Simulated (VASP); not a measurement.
# Al2H3Cl3 (P-62m) in VASP: further runs

The runs below take Al2H3Cl3 through single point, relaxation of cell and atoms, with PBE.

Program: VASP 6.6.1. These are calculated values, not measurements. Logs are shortened: lines on timing, memory, paths and dates and some standing lists are left out, and cuts for length are marked.

**1. The cell of the first run**

The structure is hexagonal, space group P-62m (No. 189). The conventional cell has a = 7.185 Å, b = 7.185 Å, c = 3.033 Å, α = 90.00°, β = 90.00°, γ = 120.00°. Al (site symmetry -6) has 6 H at 2.63 Å and 3 Cl at 2.81 Å and 2 Al at 3.03 Å within 3.5 Å. H (site symmetry m2m) has 4 Al at 2.63 Å and 6 Cl at 2.90 to 3.02 Å and 2 H at 3.03 Å within 3.5 Å. Cl (site symmetry m2m) has 2 Al at 2.81 Å and 6 H at 2.90 to 3.02 Å and 4 Cl at 2.95 to 3.03 Å within 3.7 Å.

The cell was built from a structure type or drawn by symmetry, and may not be a known phase.

**2. Single point, PBE**

The input, INCAR:

```
SYSTEM = Al2H3Cl3
ALGO = Normal ; EDIFF = 1E-7
ENCUT = 520 ; GGA = PE
ISIF = 2 ; ISMEAR = 0
LASPH = .TRUE. ; LCHARG = .FALSE.
LREAL = .FALSE. ; LWAVE = .FALSE.
NBANDS = 25 ; NELM = 100
PREC = Accurate ; SIGMA = 0.1
```

The input, KPOINTS:

```
k-points
0
G
  3 3 6
  0 0 0
```

The input, POSCAR:

```
Al2H3Cl3
1.0
    7.1846524500      0.0000000000      0.0000000000
   -3.5923262300      6.2220915400      0.0000000000
    0.0000000000      0.0000000000      3.0332888300
Al H Cl
2 3 3
Direct
    0.3333333300      0.6666666700      0.0000000000
    0.6666666700      0.3333333300      0.0000000000
    0.4189251100      0.0000000000      0.5000000000
    0.5810748900      0.5810748900      0.5000000000
    0.0000000000      0.4189251100      0.5000000000
    0.7632660300      0.0000000000      0.0000000000
    0.2367339700      0.2367339700      0.0000000000
    0.0000000000      0.7632660300      0.0000000000
```

Potentials or basis: VASP PAW PBE potentials, release 64 (Al, H, Cl).

Command:

```bash
$ cat potpaw_PBE.64/Al/POTCAR potpaw_PBE.64/H/POTCAR potpaw_PBE.64/Cl/POTCAR > POTCAR
$ mpirun -np 1 vasp_std > vasp.out
```

OUTCAR:

```text
SYSTEM = Al2H3Cl3
   EDIFF = 1E-7
   ENCUT = 520
   GGA = PE
   ISIF = 2
   ISMEAR = 0
   LASPH = .TRUE.
   LREAL = .FALSE.
   NELM = 100
   PREC = Accurate

 ion  position               nearest neighbor table
   1  0.333  0.667  0.000-   8 2.81   6 2.81   7 2.81
   2  0.667  0.333  0.000-   6 2.81   8 2.81   7 2.81
   3  0.419  0.000  0.500-
   4  0.581  0.581  0.500-
   5  0.000  0.419  0.500-
   6  0.763  0.000  0.000-   2 2.81   1 2.81
   7  0.237  0.237  0.000-   2 2.81   1 2.81
   8  0.000  0.763  0.000-   1 2.81   2 2.81

  LATTYP: Found a hexagonal cell.
 ALAT       =     7.1846524500
 C/A-ratio  =     0.4221900574

  Lattice vectors:

 A1 = (   7.1846524500,   0.0000000000,   0.0000000000)
 A2 = (  -3.5923262300,   6.2220915400,   0.0000000000)
 A3 = (   0.0000000000,   0.0000000000,   3.0332888300)

Analysis of symmetry for initial positions (statically):
=====================================================================
 Subroutine PRICEL returns:
 Original cell was already a primitive cell.

 Routine SETGRP: Setting up the symmetry group for a
 hexagonal supercell.

 Subroutine GETGRP returns: Found 12 space group operations
 (whereof 12 operations were pure point group operations)
 out of a pool of 24 trial point group operations.

The static configuration has the point symmetry D_3h.

Analysis of symmetry for dynamics (positions and initial velocities):
=====================================================================
 Subroutine PRICEL returns:
 Original cell was already a primitive cell.

 Routine SETGRP: Setting up the symmetry group for a
 hexagonal supercell.

 Subroutine GETGRP returns: Found 12 space group operations
 (whereof 12 operations were pure point group operations)
 out of a pool of 24 trial point group operations.

The dynamic configuration has the point symmetry D_3h.

 Subroutine INISYM returns: Found 12 space group operations
 (whereof 12 operations are pure point group operations),
 and found     1 'primitive' translations

----------------------------------------------------------------------------------------

                                     Primitive cell

  volume of cell :     135.5988

  direct lattice vectors                    reciprocal lattice vectors
     7.184652450  0.000000000  0.000000000     0.139185577  0.080358831  0.000000000
    -3.592326230  6.222091540  0.000000000     0.000000000  0.160717661  0.000000000
     0.000000000  0.000000000  3.033288830     0.000000000  0.000000000  0.329675166

  length of vectors
     7.184652450  7.184652453  3.033288830     0.160717661  0.160717661  0.329675166

  position of ions in fractional coordinates (direct lattice)
     0.333333330  0.666666670  0.000000000
     0.666666670  0.333333330  0.000000000
     0.418925110  0.000000000  0.500000000
     0.581074890  0.581074890  0.500000000
     0.000000000  0.418925110  0.500000000
     0.763266030  0.000000000  0.000000000
     0.236733970  0.236733970  0.000000000
     0.000000000  0.763266030  0.000000000

  ion indices of the primitive-cell ions
   primitive index   ion index
                 1           1
                 2           2
                 3           3
                 4           4
                 5           5
                 6           6
                 7           7
                 8           8

----------------------------------------------------------------------------------------

 KPOINTS: k-points

Automatic generation of k-mesh.
 Grid dimensions read from file:
 generate k-points for:    3    3    6

 Generating k-lattice:

  Cartesian coordinates                     Fractional coordinates (reciprocal lattice)
     0.046395192  0.026786277  0.000000000     0.333333333  0.000000000  0.000000000
     0.000000000  0.053572554  0.000000000     0.000000000  0.333333333  0.000000000
     0.000000000  0.000000000  0.054945861     0.000000000  0.000000000  0.166666667

  Length of vectors
     0.053572554  0.053572554  0.054945861

  Shift w.r.t. Gamma in fractional coordinates (k-lattice)
     0.000000000  0.000000000  0.000000000

 Subroutine IBZKPT returns following result:
 ===========================================

 Found     12 irreducible k-points:

 Following reciprocal coordinates:
            Coordinates               Weight
  0.000000  0.000000  0.000000      1.000000
  0.333333  0.000000  0.000000      6.000000
  0.333333  0.333333  0.000000      2.000000
  0.000000  0.000000  0.166667      2.000000
  0.333333  0.000000  0.166667     12.000000
  0.333333  0.333333  0.166667      4.000000
  0.000000  0.000000  0.333333      2.000000
  0.333333  0.000000  0.333333     12.000000
  0.333333  0.333333  0.333333      4.000000
  0.000000  0.000000  0.500000      1.000000
  0.333333  0.000000  0.500000      6.000000
  0.333333  0.333333  0.500000      2.000000
   k-points           NKPTS =     12   k-points in BZ     NKDIM =     12   number of bands    NBANDS=     25
[... 33 lines left out ...]
   EFERMI_NEDOS =   21; number of points for ismear=-14 and -15
   IALGO  =     38    algorithm
   IMIX   =      4    mixing-type and parameters
     AMIX     =   0.40;   BMIX     =  1.00
     AMIX_MAG =   1.60;   BMIX_MAG =  1.00
  volume/ion in A,a.u.               =      16.95       114.38
  Fermi-wavevector in a.u.,A,eV,Ry     =   0.990140  1.871093 13.338842  0.980377
  Thomas-Fermi vector in A             =   2.121789
   LORBIT       =      0    0 simple, 1 ext, 2 COOP (PROOUT), +10 PAW based schemes
   GGA     = PE    functional components
   LHFCALC =     F    Hartree Fock is set to
   AEXX    =    0.0000 exact exchange contribution
   IVDW    =     0    specifies the selected vdW correction
   LEPSILON=     F    determine dielectric tensor
   LRPA    =     F    only Hartree local field effects (RPA)
 non-spin polarized calculation
 Gauss-broadening in eV      SIGMA  =   0.10
  energy-cutoff  :      520.00
  volume of cell :      135.60
 maximum number of plane-waves:      3713
 NGX is ok and might be reduce to    54
   NGX = 27   NGY = 27   NGZ = 11

 number of electron      30.0000005 magnetization

 Free energy of the ion-electron system (eV)
  ---------------------------------------------------
  ext. energy  EPLUGINS =         0.00000000
  ---------------------------------------------------
  free energy    TOTEN  =       -19.07950562 eV

  energy without entropy =      -19.05733466  energy(sigma->0) =      -19.06842014

 E-fermi :   1.8037     XC(G=0):  -8.8775

 val. band max:        1.7939858347   @ k =   0.3333   0.0000   0.1667
 cond. band min:       1.8557167743   @ k =   0.0000   0.0000   0.3333
 fundamental gap:      0.0617309397
 Fermi energy:         1.8037492915

 k-point     1 :       0.0000    0.0000    0.0000
  band No.  band energies     occupation
      1     -13.1085      2.00000
      2     -12.4153      2.00000
      3     -12.4153      2.00000
      4      -4.4627      2.00000
      5      -3.1845      2.00000
      6      -2.8914      2.00000
[... 17 lines left out ...]
     24      11.0899      0.00000
     25      11.4013      0.00000

 k-point     2 :       0.3333    0.0000    0.0000
  band No.  band energies     occupation
      1     -13.0635      2.00000
      2     -12.4609      2.00000
      3     -12.4295      2.00000
      4      -4.2753      2.00000
      5      -3.9302      2.00000
      6      -2.3485      2.00000
[... 17 lines left out ...]
     24      11.0190      0.00000
     25      11.3314      0.00000

 k-point     3 :       0.3333    0.3333    0.0000
  band No.  band energies     occupation
      1     -13.0387      2.00000
      2     -12.4615      2.00000
      3     -12.4615      2.00000
      4      -4.0859      2.00000
      5      -4.0859      2.00000
      6      -2.7462      2.00000
[... 216 lines left out ...]
 k-point    11 :       0.3333    0.0000    0.5000
  band No.  band energies     occupation
      1     -12.3067      2.00000
      2     -11.7376      2.00000
      3     -11.7207      2.00000
      4      -2.5990      2.00000
      5      -1.9207      2.00000
      6      -1.9010      2.00000
[... 17 lines left out ...]
     24       8.5993      0.00000
     25       8.9678      0.00000

 k-point    12 :       0.3333    0.3333    0.5000
  band No.  band energies     occupation
      1     -12.2932      2.00000
      2     -11.7377      2.00000
      3     -11.7377      2.00000
      4      -2.2705      2.00000
      5      -2.0104      2.00000
      6      -2.0104      2.00000
[... 17 lines left out ...]
     24       8.9206      0.00000
     25       9.4318      0.00000

------------------------ aborting loop because EDIFF is reached ----------------------------------------

  FORCE on cell =-STRESS in cart. coord.  units (eV):
  Direction    XX          YY          ZZ          XY          YZ          ZX
  --------------------------------------------------------------------------------------
  -------------------------------------------------------------------------------------
  Total       -9.7778851     -9.7778851     -5.1653548      0.0000000      0.0000000      0.0000000
  in kB     -115.5312796   -115.5312796    -61.0316082      0.0000001      0.0000000      0.0000000
  external PRESSURE =     -97.3647225 kB  Pullay stress =       0.0000000 kB

 VOLUME and BASIS-vectors are now :
 -----------------------------------------------------------------------------
  energy-cutoff  :      520.00
  volume of cell :      135.60
      direct lattice vectors                 reciprocal lattice vectors
     7.184652450  0.000000000  0.000000000     0.139185577  0.080358831  0.000000000
    -3.592326230  6.222091540  0.000000000     0.000000000  0.160717661  0.000000000
     0.000000000  0.000000000  3.033288830     0.000000000  0.000000000  0.329675166

 POSITION                                       TOTAL-FORCE (eV/Angst)
 -----------------------------------------------------------------------------------
     -0.00000      4.14806      0.00000        -0.000000      0.000000      0.000000
      3.59233      2.07403      0.00000        -0.000000     -0.000000      0.000000
      3.00983      0.00000      1.51664         0.417141      0.000000      0.000000
      2.08741      3.61550      1.51664        -0.208570     -0.361254      0.000000
     -1.50492      2.60659      1.51664        -0.208570      0.361254      0.000000
      5.48380      0.00000      0.00000        -1.317314      0.000000      0.000000
      0.85043      1.47298      0.00000         0.658657      1.140828      0.000000
     -2.74190      4.74911      0.00000         0.658657     -1.140828     -0.000000
 -----------------------------------------------------------------------------------
    total drift:                               -0.000000     -0.000001      0.000000

  FREE ENERGIE OF THE ION-ELECTRON SYSTEM (eV)
  ---------------------------------------------------
  free  energy   TOTEN  =       -19.0795056175 eV

  energy  without entropy=      -19.0573346607  energy(sigma->0) =      -19.06842014
```

It took 22 s on 1 thread of Intel Xeon 6975P-C (Granite Rapids), shared host; peak memory 0.25 GiB.

Results:

| Property | Result |
| --- | --- |
| Free energy | -19.0795 eV |
| Pressure | -9.7 GPa |
| Largest force | 1.317 eV/Å |
| Band gap on the k mesh | zero (bands 15 and 16 overlap by 0.26 eV) |

Forces in eV/Å, atoms in the order of the input:
```
Al   0.000  0.000  0.000
Al   0.000  0.000  0.000
H    0.417  0.000  0.000
H   -0.209 -0.361  0.000
H   -0.209  0.361  0.000
Cl  -1.317  0.000  0.000
Cl   0.659  1.141  0.000
Cl   0.659 -1.141  0.000
```

Stress tensor (GPa, compression positive):
```
-11.55   0.00   0.00
  0.00 -11.55   0.00
  0.00   0.00  -6.10
```

Caveat: the cell stands under tension; forces of over 1 eV/Å act on the atoms, so gaps and moduli don't describe the material at rest.

**3. Single point, PBE**

This run uses another cell than the first one, of 14.05 Å³/atom.

The input, INCAR:

```
SYSTEM = Al2H3Cl3
ALGO = Normal
EDIFF = 1E-6
ENCUT = 520
GGA = PE
ISIF = 2
ISMEAR = 0
LASPH = .True.
LCHARG = .False.
LREAL = .False.
LWAVE = .False.
NBANDS = 25
NELM = 100
PREC = Accurate
SIGMA = 0.1
```

The input, KPOINTS:

```
k-points
0
Gamma
  9 9 12
  0 0 0
```

The input, POSCAR:

```
Al2H3Cl3
1.0
    6.1963096174      0.0000000000      0.0000000000
   -3.0981548087      5.3661615384      0.0000000000
    0.0000000000      0.0000000000      3.3811079122
Al H Cl
2 3 3
Direct
    0.3333333333      0.6666666667      0.0000000000
    0.6666666667      0.3333333333      0.0000000000
    0.4186696896      0.0000000000      0.5000000000
    0.5813303104      0.5813303104      0.5000000000
    0.0000000000      0.4186696896      0.5000000000
    0.7300763564      0.0000000000      0.0000000000
    0.2699236436      0.2699236436      0.0000000000
    0.0000000000      0.7300763564      0.0000000000
```

Potentials or basis: VASP PAW PBE potentials, release 64 (Al, H, Cl).

Command:

```bash
$ cat potpaw_PBE.64/Al/POTCAR potpaw_PBE.64/H/POTCAR potpaw_PBE.64/Cl/POTCAR > POTCAR
$ mpirun -np 1 vasp_std > vasp.out
```

Wall time 1.7 min (1 thread of Intel Xeon 6975P-C (Granite Rapids), shared host); peak memory 0.36 GiB.

The run converged. Its results:

```
Free energy            : -22.0170 eV
Pressure               : -0.2 GPa
Largest force          : 0.022 eV/Å
Band gap on the k mesh : zero (bands 15 and 16 overlap by 0.13 eV)
```

Forces on the atoms (eV/Å):
```
Al   0.000  0.000  0.000
Al   0.000  0.000  0.000
H    0.002  0.000  0.000
H   -0.001 -0.002  0.000
H   -0.001  0.002  0.000
Cl  -0.022  0.000  0.000
Cl   0.011  0.019  0.000
Cl   0.011 -0.019  0.000
```

Stress tensor (GPa, compression positive):
```
-0.26  0.00  0.00
 0.00 -0.26  0.00
 0.00  0.00 -0.11
```

Levels at points of the mesh, in eV from the Fermi level:
```tsv
k point	band 11	band 12	band 13	band 14	band 15	band 16	band 17	band 18	band 19	band 20
(0.00, 0.00, 0.00)	-2.87	-2.45	-2.45	-0.05	-0.05	1.13	3.75	5.13	5.13	6.16
(0.00, 0.00, 0.50)	-3.37	-3.37	-1.42	-1.42	-1.10	-0.18	0.91	3.53	4.72	4.72
```

**4. Relaxation of cell and atoms, PBE**

This run uses another cell than the first one, of 14.00 Å³/atom.

The input, INCAR:

```
ALGO     = Normal         # electronic algorithm
EDIFF    = 1E-6           # SCF threshold, eV
EDIFFG   = -0.01          # ionic threshold
ENCUT    = 600            # plane-wave cutoff, eV
GGA      = PE             # functional
IBRION   = 2              # ionic algorithm
ISIF     = 3              # what is computed and relaxed
ISMEAR   = 0              # smearing method
LASPH    = True           # aspherical terms in the spheres
LCHARG   = False          # write CHGCAR
LREAL    = False          # projectors in reciprocal space
LWAVE    = False          # write WAVECAR
NELM     = 100            # most SCF steps
NSW      = 100            # ionic steps
PREC     = Accurate       # precision mode
SIGMA    = 0.1            # smearing width, eV
```

The input, KPOINTS:

```
k-points
0
Gamma
  9 9 12
```

The input, POSCAR:

```
Al2H3Cl3
1.0
    6.1915226912      0.0000000000      0.0000000000
   -3.0957613456      5.3620159387      0.0000000000
    0.0000000000      0.0000000000      3.3728594434
Al H Cl
2 3 3
Direct
    0.3333333333      0.6666666667      0.0000000000
    0.6666666667      0.3333333333      0.0000000000
    0.4179938598      0.0000000000      0.5000000000
    0.5820061402      0.5820061402      0.5000000000
    0.0000000000      0.4179938598      0.5000000000
    0.7292692570      0.0000000000      0.0000000000
    0.2707307430      0.2707307430      0.0000000000
    0.0000000000      0.7292692570      0.0000000000
```

Command:

```bash
$ cat potpaw_PBE.64/Al/POTCAR potpaw_PBE.64/H/POTCAR potpaw_PBE.64/Cl/POTCAR > POTCAR
$ mpirun -np 1 vasp_std > vasp.out
```

Run time: 2.5 min. Hardware: 1 thread of Intel Xeon 6975P-C (Granite Rapids), shared host; peak memory 0.39 GiB.

Results (log left out):

```yaml
Free_energy: -22.0183 eV
Relaxed_volume: 14.03 Å³/atom
Relaxed_cell: a = 6.195 Å, b = 6.195 Å, c = 3.376 Å, α = 90.00°, β = 90.00°, γ = 120.00°
Space_group_after_relaxing_to_0.1_Å: P-62m (No. 189)
Energy_gained_by_relaxing: 0.0 meV/atom
Ionic_steps: 2
Pressure_after_relaxing: 0.0 GPa
Largest_force_after_relaxing: 0.008 eV/Å
Band_gap_on_the_k_mesh: zero (bands 15 and 16 overlap by 0.15 eV)
```

Forces on the atoms (eV/Å):
```
Al   0.000  0.000  0.000
Al   0.000  0.000  0.000
H    0.008  0.000  0.000
H   -0.004 -0.007  0.000
H   -0.004  0.007  0.000
Cl   0.008  0.000  0.000
Cl  -0.004 -0.007  0.000
Cl  -0.004  0.007  0.000
```

Stress tensor (GPa, compression positive):
```
-0.08  0.00  0.00
 0.00 -0.08  0.00
 0.00  0.00  0.10
```

Step by step:
| step | energy change (eV) | largest force (eV/Å) | pressure (GPa) | volume (Å³) |
| --- | --- | --- | --- | --- |
| 1 | 0.0000 | 0.0526 | 0.18 | 111.98 |
| 2 | -0.0004 | 0.0082 | -0.02 | 112.23 |

Final structure:
```
Al H Cl
1.0
     6.19519    0.00000    0.00000
    -3.09759    5.36519    0.00000
     0.00000    0.00000    3.37647
Al H Cl
2 3 3
Cartesian
  0.0000 3.5768 3.3765
  3.0976 1.7884 3.3765
  2.5896 0.0000 1.6882
  1.8028 3.1225 1.6882
  -1.2948 2.2426 1.6882
  4.5205 0.0000 3.3765
  0.8373 1.4503 0.0000
  -2.2602 3.9149 3.3765
```

Levels at points of the mesh, in eV from the Fermi level:
| k point | band 13 | band 14 | band 15 | band 16 | band 17 | band 18 |
| --- | --- | --- | --- | --- | --- | --- |
| (0.00, 0.00, 0.00) | -2.44 | -0.05 | -0.05 | 1.13 | 3.76 | 5.12 |
| (0.00, 0.00, 0.50) | -1.43 | -1.43 | -1.10 | -0.19 | 0.92 | 3.55 |

**5. Overview**

| task | cell | k mesh | cutoff (eV) | gap on the mesh (eV) | pressure (GPa) | largest force (eV/Å) |
| --- | --- | --- | --- | --- | --- | --- |
| single point | a = 7.185, b = 7.185, c = 3.033 Å, angles 90.0, 90.0, 120.0°, 8 atoms, atomic positions A | 3 × 3 × 6 | 520 | none | -9.7 | 1.32 |
| single point | a = 6.196, b = 6.196, c = 3.381 Å, angles 90.0, 90.0, 120.0°, 8 atoms, atomic positions B | 9 × 9 × 12 | 520 | none | -0.2 | 0.02 |
| relaxation of cell and atoms | relaxed from a = 6.192, b = 6.192, c = 3.373 Å, angles 90.0, 90.0, 120.0°, 8 atoms, atomic positions B | 9 × 9 × 12 | 600 | none | 0.0 | 0.01 |

Alike in all rows: level PBE; potentials or basis VASP PAW PBE potentials, release 64 (Al, H, Cl); no spin polarisation; smearing gaussian 0.1 eV.

Caveats: the cell stands under tension (at least some runs); forces of over 1 eV/Å act on the atoms, so gaps and moduli don't describe the material at rest (at least some runs).

Absolute energies hang on the potentials; compare differences alone.
